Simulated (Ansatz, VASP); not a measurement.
# SiO2 in VASP and in Ansatz

Contents of POSCAR:

```
SiO2
1.0
    4.9831211800      0.0000000000      0.0000000000
    0.0000000000      4.9831211800      0.0000000000
    0.0000000000      0.0000000000      6.9224337800
Si O
4 8
Direct
    0.8020595700      0.8020595700      0.5000000000
    0.6979404300      0.3020595700      0.2500000000
    0.1979404300      0.1979404300      0.0000000000
    0.3020595700      0.6979404300      0.7500000000
    0.2616871100      0.3914946500      0.8189259800
    0.1085053500      0.7616871100      0.5689259800
    0.7383128900      0.6085053500      0.3189259800
    0.8914946500      0.2383128900      0.0689259800
    0.7616871100      0.1085053500      0.4310740200
    0.6085053500      0.7383128900      0.6810740200
    0.2383128900      0.8914946500      0.9310740200
    0.3914946500      0.2616871100      0.1810740200
```

The input INCAR.step1:

```
PREC = Accurate ; ENCUT = 520
ISMEAR = -1 ; SIGMA = 0.02
LREAL = False ; LASPH = True
NELM = 80 ; NBANDS = 44
GGA = PE ; ALGO = Normal
EDIFF = 1E-4 ; LWAVE = True
LCHARG = False
```

File INCAR.step2:

```
PREC = Accurate ; ENCUT = 520
EDIFF = 1E-6 ; ISMEAR = -1
SIGMA = 0.02 ; LREAL = False
LASPH = True ; NELM = 80
ALGO = Normal ; ISIF = 2
LWAVE = False ; LCHARG = False
METAGGA = R2SCAN ; LMIXTAU = True
NBANDS = 44 ; ISTART = 1
```

The input KPOINTS:

```
regular mesh
0
Gamma
  6 6 4
```

Input for Ansatz:

```yaml
crystal:
  lattice:
    - [4.98312118, 0.0, 0.0]
    - [0.0, 4.98312118, 0.0]
    - [0.0, 0.0, 6.92243378]
  atoms:
    - { symbol: Si, position: [0.80205957, 0.80205957, 0.5] }
    - { symbol: Si, position: [0.69794043, 0.30205957, 0.25] }
    - { symbol: Si, position: [0.19794043, 0.19794043, 0.0] }
    - { symbol: Si, position: [0.30205957, 0.69794043, 0.75] }
    - { symbol: O, position: [0.26168711, 0.39149465, 0.81892598] }
    - { symbol: O, position: [0.10850535, 0.76168711, 0.56892598] }
    - { symbol: O, position: [0.73831289, 0.60850535, 0.31892598] }
    - { symbol: O, position: [0.89149465, 0.23831289, 0.06892598] }
    - { symbol: O, position: [0.76168711, 0.10850535, 0.43107402] }
    - { symbol: O, position: [0.60850535, 0.73831289, 0.68107402] }
    - { symbol: O, position: [0.23831289, 0.89149465, 0.93107402] }
    - { symbol: O, position: [0.39149465, 0.26168711, 0.18107402] }
  symmetry: { tolerance: 0.0003 }
hamiltonian:
  xc: r2scan
  pseudopotentials: { kind: paw, azcp: { folder: soft_1 } }
basis:
  ecutwfc: 500
magnetization:
  spin_polarized: false
scf:
  occupations: { method: fermi_dirac, width: 0.02 }
kpoints:
  mp_grid: { grid: [6, 6, 4], shift: [0, 0, 0] }
  band_path:
    path:
      - [0.0, 0.0, 0.0]
      - [0.0, 0.5, 0.0]
      - [0.5, 0.5, 0.0]
      - [0.0, 0.0, 0.0]
      - [0.0, 0.0, 0.5]
      - [0.0, 0.5, 0.5]
      - [0.5, 0.5, 0.5]
      - [0.0, 0.0, 0.5]
      - [0.0, 0.5, 0.0]
      - [0.0, 0.5, 0.5]
      - [0.5, 0.5, 0.0]
    npoints: 11
output:
  forces: true
  stress: true
  eigenvalues: true
  bader: true
  populations: true
  elf: true
  write_potential: true
  write_density: true
  volumetric_format: npy
  dos:
    e_range: [-12, 8]
    de: 0.05
    projected: { site_lists: { O: [O], Si: [Si] } }
```

Alike in both runs: task single point; functional r2SCAN; k mesh 6 × 6 × 4; occupations fermi-dirac, width 0.02 eV; no spin polarisation.

|  | VASP | Ansatz |
| --- | --- | --- |
| version | VASP 6.6.1 | Ansatz 0.2.0 |
| potentials or method | VASP PAW PBE potentials, release 64 (Si, O), cutoff 520 eV | PAW plane waves |
| valence electrons in the cell | 64 | 64 |

Ansatz gave:

| Quantity | Value |
| --- | --- |
| gap on the k mesh at the Fermi level (eV) | 6.35 |
| pressure (GPa) | 0.0 |
| rms of the force components (eV/Å) | 0.000 |

Problem. Which values does VASP return?

Solution. gap on the k mesh at the Fermi level (eV): 6.34; pressure (GPa): 0.1; rms of the force components (eV/Å): 0.010.

VASP's potentials were made for PBE, not for r2SCAN. Atom by atom the forces differ by 0.010 eV/Å (rms over components).
